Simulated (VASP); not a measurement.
# Sb (R-3m) in VASP: single point with LDA

Aim: the single point of Sb with LDA.

Everything below comes from runs of VASP 6.6.1. Logs are shortened: lines on timing, memory, paths and dates and some standing lists are left out, and cuts for length are marked.

## Step 1: The cell of the first run

Symmetry: R-3m, No. 166, trigonal system. Conventional cell: a = 4.294 Å, b = 4.294 Å, c = 10.967 Å, α = 90.00°, β = 90.00°, γ = 120.00°. Within 3.8 Å of Sb (site symmetry 3m) lie 6 Sb at 2.91 to 3.27 Å.

## Step 2: Single point, LDA

INCAR reads:

```
SYSTEM = Sb
PREC     = Accurate       ! precision mode
ENCUT    = 500            ! plane-wave cutoff, eV
EDIFF    = 1E-6           ! SCF threshold, eV
ISMEAR   = 0              ! smearing method
SIGMA    = 0.1            ! smearing width, eV
LREAL    = .False.        ! projectors in reciprocal space
LASPH    = .True.         ! aspherical terms in the spheres
NELM     = 120            ! most SCF steps
ALGO     = Normal         ! electronic algorithm
ISIF     = 2              ! what is computed and relaxed
LWAVE    = .False.        ! write WAVECAR
LCHARG   = .True.         ! write CHGCAR
GGA      = CA             ! functional
LELF     = .True.         ! ELF
LVHAR    = .True.       
NBANDS   = 22             ! bands
GGA_COMPAT= .False.
```

KPOINTS reads:

```
regular mesh
0
Gamma
  12 12 12
  0 0 0
```

POSCAR reads:

```
Sb
1.0
    2.1468850329      1.2395046533      3.6556912569
   -2.1468850329      1.2395046533      3.6556912569
    0.0000000000     -2.4790093018      3.6556912585
Sb
2
Direct
    0.2641230966      0.2641230966      0.2641230966
    0.7358769034      0.7358769034      0.7358769034
```

Potentials or basis: VASP PAW LDA potentials, release 64 (Sb_d_GW).

Started as:

```
$ cat potpaw_LDA.64/Sb_d_GW/POTCAR > POTCAR
$ mpirun -np 1 vasp_std > vasp.out
```

OUTCAR:

```text
SYSTEM = Sb
   PREC = Accurate
   ENCUT = 500
   EDIFF = 1E-6
   ISMEAR = 0
   LREAL = .False.
   LASPH = .True.
   NELM = 120
   ISIF = 2
   GGA = CA

 ion  position               nearest neighbor table
   1  0.264  0.264  0.264-   2 2.91   2 2.91   2 2.91   2 3.27   2 3.27   2 3.27
   2  0.736  0.736  0.736-   1 2.91   1 2.91   1 2.91   1 3.27   1 3.27   1 3.27

  LATTYP: Found a trigonal (rhomboedric) cell.
 ALAT       =     4.4169634021
 COS(alpha) =     0.5275020042

  Lattice vectors:

 A1 = (   2.1468850329,   1.2395046533,   3.6556912569)
 A2 = (  -2.1468850329,   1.2395046533,   3.6556912569)
 A3 = (   0.0000000000,  -2.4790093018,   3.6556912585)

Analysis of symmetry for initial positions (statically):
=====================================================================
 Subroutine PRICEL returns:
 Original cell was already a primitive cell.

 Routine SETGRP: Setting up the symmetry group for a
 trigonal (rhombohedral) supercell.

 Subroutine GETGRP returns: Found 12 space group operations
 (whereof 12 operations were pure point group operations)
 out of a pool of 12 trial point group operations.

The static configuration has the point symmetry D_3d.

Analysis of symmetry for dynamics (positions and initial velocities):
=====================================================================
 Subroutine PRICEL returns:
 Original cell was already a primitive cell.

 Routine SETGRP: Setting up the symmetry group for a
 trigonal (rhombohedral) supercell.

 Subroutine GETGRP returns: Found 12 space group operations
 (whereof 12 operations were pure point group operations)
 out of a pool of 12 trial point group operations.

The dynamic configuration has the point symmetry D_3d.

 Subroutine INISYM returns: Found 12 space group operations
 (whereof 12 operations are pure point group operations),
 and found     1 'primitive' translations

----------------------------------------------------------------------------------------

                                     Primitive cell

  volume of cell :      58.3684

  direct lattice vectors                    reciprocal lattice vectors
     2.146885033  1.239504653  3.655691257     0.232895564  0.134462316  0.091182025
    -2.146885033  1.239504653  3.655691257    -0.232895564  0.134462316  0.091182025
     0.000000000 -2.479009302  3.655691259     0.000000000 -0.268924633  0.091182026

  length of vectors
     4.416963402  4.416963402  4.416963402     0.283962356  0.283962356  0.283962356

  position of ions in fractional coordinates (direct lattice)
     0.264123097  0.264123097  0.264123097
     0.735876903  0.735876903  0.735876903

  ion indices of the primitive-cell ions
   primitive index   ion index
                 1           1
                 2           2

----------------------------------------------------------------------------------------

 KPOINTS: regular mesh

Automatic generation of k-mesh.
 Grid dimensions read from file:
 generate k-points for:   12   12   12

 Generating k-lattice:

  Cartesian coordinates                     Fractional coordinates (reciprocal lattice)
     0.019407964  0.011205193  0.007598502     0.083333333  0.000000000  0.000000000
    -0.019407964  0.011205193  0.007598502     0.000000000  0.083333333  0.000000000
     0.000000000 -0.022410386  0.007598502     0.000000000  0.000000000  0.083333333

  Length of vectors
     0.023663530  0.023663530  0.023663530

  Shift w.r.t. Gamma in fractional coordinates (k-lattice)
     0.000000000  0.000000000  0.000000000

 Subroutine IBZKPT returns following result:
 ===========================================

 Found    189 irreducible k-points:

 Following reciprocal coordinates:
            Coordinates               Weight
  0.000000  0.000000  0.000000      1.000000
  0.083333  0.000000 -0.000000      6.000000
  0.166667  0.000000 -0.000000      6.000000
  0.250000  0.000000  0.000000      6.000000
  0.333333  0.000000 -0.000000      6.000000
  0.416667  0.000000  0.000000      6.000000
[... 16 lines left out ...]
  0.500000  0.166667 -0.000000     12.000000
 -0.416667  0.166667 -0.000000     12.000000
 [... further k-points ...]
   k-points           NKPTS =    189   k-points in BZ     NKDIM =    189   number of bands    NBANDS=     22
   number of dos      NEDOS =    301   number of ions     NIONS =      2
   total plane-waves  NPLWV =  32768
   dimension x,y,z NGX =    32 NGY =   32 NGZ =   32
   dimension x,y,z NGXF=    64 NGYF=   64 NGZF=   64
   ions per type =               2
   NGX,Y,Z   is equivalent  to a cutoff of  12.04, 12.04, 12.04 a.u.
   NGXF,Y,Z  is equivalent  to a cutoff of  24.09, 24.09, 24.09 a.u.
 SYSTEM =  Sb
   PREC   = accura    normal or accurate (medium, high low for compatibility)
   ISTART =      0    job   : 0-new  1-cont  2-samecut
   ICHARG =      2    charge: 1-file 2-atom 10-const
   ISPIN  =      1    spin polarized calculation?
   LNONCOLLINEAR =      F non collinear calculations
   LSORBIT =      F    spin-orbit coupling
   LASPH  =      T    aspherical Exc in radial PAW
   ENCUT  =  500.0 eV  36.75 Ry    6.06 a.u.   8.05  8.05  8.05*2*pi/ulx,y,z
   NELM   =    120;   NELMIN=  2; NELMDL= -5     # of ELM steps
   EDIFF  = 0.1E-05   stopping-criterion for ELM
   LREAL  =      F    real-space projection
[... 7 lines left out ...]
   TEBEG  =    0.0;   TEEND  =   0.0 temperature during run
   PSTRESS=    0.0 pullay stress
   NELECT =      30.0000    total number of electrons
   NUPDOWN=      -1.0000    fix difference up-down
   EMIN   =  10.00;   EMAX   =-10.00  energy-range for DOS
   EFERMI =   0.00;   METHOD = LEGACY
   ISMEAR =     0;   SIGMA  =   0.10  broadening in eV -4-tet -1-fermi 0-gaus
   EFERMI_NEDOS =   21; number of points for ismear=-14 and -15
   IALGO  =     38    algorithm
   IMIX   =      4    mixing-type and parameters
     AMIX     =   0.40;   BMIX     =  1.00
     AMIX_MAG =   1.60;   BMIX_MAG =  1.00
  volume/ion in A,a.u.               =      29.18       196.94
  Fermi-wavevector in a.u.,A,eV,Ry     =   1.311362  2.478115 23.397544  1.719671
  Thomas-Fermi vector in A             =   2.441829
   LORBIT       =      0    0 simple, 1 ext, 2 COOP (PROOUT), +10 PAW based schemes
   GGA     = CA    functional components
   LHFCALC =     F    Hartree Fock is set to
   AEXX    =    0.0000 exact exchange contribution
   IVDW    =     0    specifies the selected vdW correction
   LEPSILON=     F    determine dielectric tensor
   LRPA    =     F    only Hartree local field effects (RPA)
 non-spin polarized calculation
 Gauss-broadening in eV      SIGMA  =   0.10
  energy-cutoff  :      500.00
  volume of cell :       58.37
 maximum number of plane-waves:      1497
   NGX = 17   NGY = 17   NGZ = 17

 number of electron      29.9999989 magnetization

 Free energy of the ion-electron system (eV)
  ---------------------------------------------------
  ext. energy  EPLUGINS =         0.00000000
  ---------------------------------------------------
  free energy    TOTEN  =        -9.64518625 eV

  energy without entropy =       -9.64454225  energy(sigma->0) =       -9.64486425

 E-fermi :   5.4247     XC(G=0): -10.3191

 val. band max:        5.4228865207   @ k =  -0.4167   0.5000   0.4167
 cond. band min:       5.5651105892   @ k =   0.3333   0.1667   0.1667
 fundamental gap:      0.1422240684
 Fermi energy:         5.4247207386

 k-point     1 :       0.0000    0.0000    0.0000
  band No.  band energies     occupation
      1     -23.8897      2.00000
      2     -23.8897      2.00000
      3     -23.7915      2.00000
      4     -23.7915      2.00000
      5     -23.7705      2.00000
      6     -23.6700      2.00000
[... 14 lines left out ...]
     21      10.6653      0.00000
     22      12.0146      0.00000

 k-point     2 :       0.0833    0.0000   -0.0000
  band No.  band energies     occupation
      1     -23.8862      2.00000
      2     -23.8853      2.00000
      3     -23.7899      2.00000
      4     -23.7891      2.00000
      5     -23.7685      2.00000
      6     -23.6720      2.00000
[... 14 lines left out ...]
     21      10.5680      0.00000
     22      12.6461      0.00000

 k-point     3 :       0.1667    0.0000   -0.0000
  band No.  band energies     occupation
      1     -23.8761      2.00000
      2     -23.8723      2.00000
      3     -23.7853      2.00000
      4     -23.7820      2.00000
      5     -23.7626      2.00000
      6     -23.6778      2.00000
[... 14 lines left out ...]
     21      10.9003      0.00000
     22      13.9392      0.00000

 k-point     4 :       0.2500    0.0000    0.0000
  band No.  band energies     occupation
      1     -23.8607      2.00000
      2     -23.8517      2.00000
      3     -23.7787      2.00000
      4     -23.7710      2.00000
      5     -23.7532      2.00000
      6     -23.6872      2.00000
[... 14 lines left out ...]
     21      11.5839      0.00000
     22      15.5597      0.00000

 k-point     5 :       0.3333    0.0000   -0.0000
  band No.  band energies     occupation
      1     -23.8429      2.00000
      2     -23.8253      2.00000
      3     -23.7714      2.00000
      4     -23.7571      2.00000
      5     -23.7410      2.00000
      6     -23.7029      2.00000
[... 14 lines left out ...]
     21      12.5481      0.00000
     22      16.4518      0.00000

 k-point     6 :       0.4167    0.0000    0.0000
  band No.  band energies     occupation
      1     -23.8274      2.00000
      2     -23.7964      2.00000
      3     -23.7654      2.00000
      4     -23.7421      2.00000
      5     -23.7333      2.00000
      6     -23.7170      2.00000
[... 14 lines left out ...]
     21      13.7347      0.00000
     22      15.3433      0.00000

 k-point     7 :       0.5000    0.0000    0.0000
  band No.  band energies     occupation
      1     -23.8208      2.00000
      2     -23.7776      2.00000
      3     -23.7625      2.00000
      4     -23.7452      2.00000
      5     -23.7311      2.00000
      6     -23.7224      2.00000
[... 324 lines left out ...]
      6     -23.6909      2.00000
[... 14 lines left out ...]
     21      12.3551      0.00000
     22      13.6653      0.00000

 k-point    21 :       0.3333    0.1667   -0.0000
  band No.  band energies     occupation
      1     -23.8715      2.00000
      2     -23.8164      2.00000
      3     -23.7806      2.00000
      4     -23.7625      2.00000
      5     -23.7418      2.00000
      6     -23.7035      2.00000
[... 14 lines left out ...]
     21      13.2411      0.00000
     22      14.8856      0.00000

 k-point    22 :       0.4167    0.1667    0.0000
  band No.  band energies     occupation
      1     -23.8555      2.00000
      2     -23.7975      2.00000
      3     -23.7700      2.00000
      4     -23.7573      2.00000
      5     -23.7303      2.00000
      6     -23.7172      2.00000
[... 14 lines left out ...]
     21      14.4161      0.00000
     22      15.1363      0.00000

 k-point    23 :       0.5000    0.1667   -0.0000
  band No.  band energies     occupation
      1     -23.8414      2.00000
      2     -23.7823      2.00000
      3     -23.7584      2.00000
      4     -23.7538      2.00000
      5     -23.7309      2.00000
      6     -23.7194      2.00000
[... 14 lines left out ...]
     21      14.6924      0.00000
     22      14.9480      0.00000

 k-point    24 :      -0.4167    0.1667   -0.0000
  band No.  band energies     occupation
      1     -23.8390      2.00000
      2     -23.7666      2.00000
      3     -23.7595      2.00000
      4     -23.7496      2.00000
      5     -23.7347      2.00000
      6     -23.7303      2.00000
[... 14 lines left out ...]
     21      13.3407      0.00000
     22      16.0523      0.00000

 [... further k-points ...]

------------------------ aborting loop because EDIFF is reached ----------------------------------------

  FORCE on cell =-STRESS in cart. coord.  units (eV):
  Direction    XX          YY          ZZ          XY          YZ          ZX
  --------------------------------------------------------------------------------------
  -------------------------------------------------------------------------------------
  Total        0.0020043      0.0020043     -0.0165248      0.0000000     -0.0000000      0.0000000
  in kB        0.0550177      0.0550177     -0.4535961      0.0000000     -0.0000000      0.0000000
  external PRESSURE =      -0.1145202 kB  Pullay stress =       0.0000000 kB

 VOLUME and BASIS-vectors are now :
 -----------------------------------------------------------------------------
  energy-cutoff  :      500.00
  volume of cell :       58.37
      direct lattice vectors                 reciprocal lattice vectors
     2.146885033  1.239504653  3.655691257     0.232895564  0.134462316  0.091182025
    -2.146885033  1.239504653  3.655691257    -0.232895564  0.134462316  0.091182025
     0.000000000 -2.479009302  3.655691259     0.000000000 -0.268924633  0.091182026

 POSITION                                       TOTAL-FORCE (eV/Angst)
 -----------------------------------------------------------------------------------
      0.00000      0.00000      2.89666         0.000000     -0.000000     -0.013201
      0.00000      0.00000      8.07042         0.000000      0.000000      0.013201
 -----------------------------------------------------------------------------------
    total drift:                               -0.000000     -0.000000      0.000000

  FREE ENERGIE OF THE ION-ELECTRON SYSTEM (eV)
  ---------------------------------------------------
  free  energy   TOTEN  =        -9.6451862549 eV

  energy  without entropy=       -9.6445422491  energy(sigma->0) =       -9.64486425
```

It took 2.2 min on 1 thread of Intel Xeon 6975P-C (Granite Rapids), shared host; peak memory 0.32 GiB.

Results:

- Free energy: -9.6452 eV
- Pressure: 0.0 GPa
- Largest force: 0.013 eV/Å
- Band gap on the k mesh: zero (bands 15 and 16 overlap by 0.27 eV)

Forces in eV/Å, atoms in the order of the input:
```
Sb   0.000  0.000 -0.013
Sb   0.000  0.000  0.013
```

Caveat: spin-orbit coupling is left out, which moves the levels of the heavy elements.

The gap in the log of VASP goes by the Fermi energy; the results here count the filled bands.